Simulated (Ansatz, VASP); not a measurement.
**One calculation of K, two programs**

Contents of INCAR:

```
  PREC = Accurate
  ENCUT = 500
  EDIFF = 1E-6
  ISMEAR = -4
  SIGMA = 0.1
  LREAL = F
  LASPH = T
  NELM = 120
  ALGO = Normal
  ISIF = 2
  LWAVE = F
  LCHARG = F
  GGA = PE
  NBANDS = 10
  GGA_COMPAT = F
```

File KPOINTS:

```
regular mesh
0
Gamma
  6 6 6
```

The input POSCAR:

```
K
1.0
   -2.6180000000      2.6180000000      2.6180000000
    2.6180000000     -2.6180000000      2.6180000000
    2.6180000000      2.6180000000     -2.6180000000
K
1
Direct
    0.0000000000      0.0000000000      0.0000000000
```

Input for Ansatz:

```yaml
crystal:
  lattice:
    - [-2.618, 2.618, 2.618]
    - [2.618, -2.618, 2.618]
    - [2.618, 2.618, -2.618]
  atoms:
    - { symbol: K, position: [0.0, 0.0, 0.0] }
basis:
  ecutwfc: 420
kpoints:
  mp_grid: { grid: [6, 6, 6] }
hamiltonian:
  xc: pbe
scf:
  occupations: { method: tetrahedron_uncorrected }
  max_iter: 20
output:
  forces: true
  stress: true
  eigenvalues: true
```

Alike in both runs: task single point; functional PBE; k mesh 6 × 6 × 6; no spin polarisation.

|  | VASP | Ansatz |
| --- | --- | --- |
| version | VASP 6.6.1 | Ansatz 0.2.0 |
| potentials or method | VASP PAW PBE potentials, release 64 (K_sv), cutoff 500 eV | scalar-relativistic, plane waves, PAW |
| occupations | tetrahedron | tetrahedron-uncorrected |
| valence electrons in the cell | 9 | 9 |

|  | VASP | Ansatz | Ansatz less VASP |
| --- | --- | --- | --- |
| gap on the k mesh at the Fermi level (eV) | none | none | - |
| pressure (GPa) | 0.2 | 0.2 | 0.00 |

A gap of «none» marks a metal or a gap that the smearing closes. Ansatz's warnings: band table not solved further.
